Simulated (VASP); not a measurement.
# LaFeSiO: single point with PBE

LaFeSiO:

```
La Fe Si O
1.0
     4.11830    0.00000    0.00000
     0.00000    4.11830    0.00000
     0.00000    0.00000    8.13864
La Fe Si O
2 2 2 2
Cartesian
  2.0592 0.0000 1.2161
  0.0000 2.0592 6.9226
  0.0000 0.0000 4.0693
  2.0592 2.0592 4.0693
  2.0592 0.0000 4.9433
  0.0000 2.0592 3.1954
  0.0000 0.0000 0.0000
  2.0592 2.0592 0.0000
```

```yaml
Program: VASP 6.6.1
Task: single point
Functional: PBE
Potentials_or_basis: VASP PAW PBE potentials, release 64 (La, Fe, Si, O)
Cutoff: 520 eV
k_mesh: 8 × 8 × 4
Occupations: gaussian, width 0.05 eV
Spin: no spin polarisation
Dipole_correction: no
k_mesh_for_the_DOS: 12 × 12 × 6
Occupations_for_the_DOS: tetrahedron
Further_INCAR_settings: ALGO = Normal; EDIFF = 1e-07; NBANDS = 39
```

```
Valence electrons inside the program's atomic spheres : La 8.56; Fe 7.49; Si 1.71; O 5.02
```

Levels at points of the mesh, in eV from the Fermi level:
```
           k point  band 25  band 26  band 27  band 28  band 29  band 30  band 31  band 32  band 33  band 34
(0.00, 0.00, 0.00)    -1.90    -0.60    -0.48     0.12     0.12     0.44     0.76     2.14     2.32     2.40
(0.50, 0.00, 0.00)    -1.11    -1.11    -1.02    -1.02     0.13     0.13     1.96     1.96     2.03     2.03
(0.50, 0.50, 0.00)    -1.11    -1.11    -0.30    -0.30    -0.16    -0.16     0.02     0.02     0.74     0.74
(0.00, 0.00, 0.50)    -1.82    -0.48    -0.45     0.10     0.10     0.44     1.00     1.89     2.15     2.46
(0.50, 0.00, 0.50)    -1.14    -1.14    -0.97    -0.97     0.04     0.04     2.13     2.13     2.16     2.16
(0.50, 0.50, 0.50)    -1.11    -1.11    -0.30    -0.30    -0.17    -0.17     0.01     0.01     0.74     0.74
```

Run time: 27 min on 1 thread of Intel Xeon 8259CL, on a shared host, peak memory 0.72 GiB.

Caveat: spin-orbit coupling is left out, which moves the levels of the heavy elements; the run has no spin polarisation, though such a crystal can be magnetic. Spin polarisation is off, so any magnetic state and its effect on volume and gap are missing.
